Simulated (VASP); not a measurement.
Ga2O:

```
CELL_PARAMETERS angstrom
4.52537 0.00000 0.00000
-2.26269 3.91909 0.00000
0.00000 0.00000 2.76857
ATOMIC_POSITIONS crystal
Ga 0.00000 0.00000 0.50000
Ga 0.33333 0.66667 0.00000
O 0.66667 0.33333 0.50000
```

- Program: VASP 6.6.1
- Task: relaxation of cell and atoms
- Functional: PBE
- Potentials or basis: VASP PAW PBE potentials, release 64 (Ga_d, O)
- Cutoff: 600 eV
- k mesh: 6 × 6 × 6
- Occupations: gaussian, width 0.1 eV
- Spin: no spin polarisation

At the start: pressure -7.5 GPa; volume 16.37 Å³/atom.

Q: Where does the relaxation end?

A: Over 14 steps the energy falls by 404.2 meV/atom and the volume is 15.34 Å³/atom (-6.3 %); space group P-6m2 (No. 187, to 0.05 Å).

Step by step:
```tsv
step	energy change (eV)	largest force (eV/Å)	pressure (GPa)	volume (Å³)
1	0.0000	0.0000	-7.52	49.10
2	-0.4210	0.0000	-2.96	43.76
3	-0.5899	0.0000	8.34	38.75
4	-0.5955	0.0000	5.79	39.57
5	-0.8271	0.0000	6.87	40.18
6	-1.0071	0.0000	10.40	40.58
7	-0.3922	0.0000	22.93	38.64
8	-0.9989	0.0000	12.93	40.46
9	-1.1990	0.0000	2.91	44.64
10	-1.2076	0.0000	0.46	45.71
11	-1.2075	0.0000	0.95	45.60
12	-1.2097	0.0000	0.90	45.60
13	-1.2111	0.0000	0.90	45.58
14	-1.2125	0.0000	0.06	46.01
```

Final structure:
```
Ga O
1.0
     3.66670    0.00000    0.00000
    -1.83335    3.17546    0.00000
     0.00000    0.00000    3.95163
Ga O
2 1
Direct
  0.00000 0.00000 0.50000
  0.33333 0.66667 0.00000
  0.66667 0.33333 0.50000
```

Caveat: the k points lie up to 0.33 Å⁻¹ apart in the final cell.
